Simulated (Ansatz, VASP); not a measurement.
# ZrC in VASP and in Ansatz

```xyz
2
Lattice="0.0000 2.3963 2.3963 2.3963 0.0000 2.3963 2.3963 2.3963 0.0000" Properties=species:S:1:pos:R:3 pbc="T T T"
Zr    2.3963    2.3963    2.3963
C     0.0000    0.0000    0.0000
```

Change from the starting cell: volume scaled by 1.06.

Alike in both runs: task single point; functional PBEsol; k mesh 15 × 15 × 15; occupations fermi-dirac, width 0.05 eV; no spin polarisation.

|  | VASP | Ansatz |
| --- | --- | --- |
| version | VASP 6.6.1 | Ansatz 0.2.0 |
| potentials or method | VASP PAW PBE potentials, release 64 (Zr_sv, C), cutoff 520 eV | all-electron LAPW, scalar-relativistic |

Ansatz gave:

* pressure (GPa): -15.8

Task: Which values does VASP return?

Result: Pressure (GPa): -15.5.

VASP's potentials were made for PBE, not for PBEsol. Ansatz ran all-electron here, and VASP with PAW potentials.
